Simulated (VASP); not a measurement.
A run of VASP 6.6.1 is set up as follows.

File INCAR:

```
  PREC = Accurate
  ENCUT = 520
  EDIFF = 1E-7
  ISMEAR = 0
  SIGMA = 0.15
  LREAL = False
  LASPH = True
  NELM = 80
  ALGO = Fast
  ISIF = 2
  LWAVE = False
  LCHARG = True
  GGA = PE
  LELF = True
  LVHAR = True
  NBANDS = 18
```

The input KPOINTS:

```
regular mesh
0
Gamma
  20 20 20
```

The input POSCAR:

```
Cu
1.0
    1.2133615715     -3.9486187233      0.0000000000
    1.2133615715      3.9486187233      0.0000000000
    0.0000000000      0.0000000000      2.4628988195
Cu
2
Direct
    0.1340351705      0.8659648295      0.2500000000
    0.8659648295      0.1340351705      0.7500000000
```

Potentials or basis: VASP PAW PBE potentials, release 64 (Cu).

The run is started by

```sh
$ cat potpaw_PBE.64/Cu/POTCAR > POTCAR
$ mpirun -np 1 vasp_std > vasp.out
```

Question: What does it give for the band gap on the k mesh?

Answer: Zero (bands 11 and 12 overlap by 5.70 eV).

Question: Estimate the pressure.

Answer: 9.9 GPa.

Question: Estimate the largest force.

Answer: 0.087 eV/Å.

Forces on the atoms (eV/Å):
```
Cu   0.000  0.087  0.000
Cu   0.000 -0.087  0.000
```

Caveat: the cell stands under pressure.
